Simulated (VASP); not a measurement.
Here is a VASP 6.6.1 calculation.

File INCAR:

```
  PREC = Accurate
  ENCUT = 820
  EDIFF = 1E-6
  ISMEAR = -1
  SIGMA = 0.05
  LREAL = False
  LASPH = True
  NELM = 120
  ALGO = Normal
  ISIF = 2
  LWAVE = False
  LCHARG = True
  GGA = CA
  LELF = True
  LVHAR = True
  NBANDS = 33
  GGA_COMPAT = False
```

The input KPOINTS:

```
Automatic mesh
0
Gamma
  10 10 5
```

POSCAR

```
CuO
1.0
    2.3755041962     -1.7359473225      0.0000000000
    2.3755041962      1.7359473225      0.0000000000
   -0.8718787375      0.0000000000      5.1260155593
Cu O
2 2
Direct
    0.4968000000      0.0032000000      0.5000000000
    0.0032000000      0.4968000000      0.0000000000
    0.4056000000      0.5714000000      0.7537000000
    0.5714000000      0.4056000000      0.2537000000
```

Potentials or basis: VASP PAW LDA potentials, release 64 (Cu_sv_GW, O).

Run with:

```bash
$ cat potpaw_LDA.64/Cu_sv_GW/POTCAR potpaw_LDA.64/O/POTCAR > POTCAR
$ mpirun -np 1 vasp_std > vasp.out
```

(1) What does it give for the pressure?

(2) Estimate the largest force.

## Answers

(1) -15.6 GPa.

(2) 0.794 eV/Å.

Caveat: the stress differs along the axes, from -19 to -11 GPa.
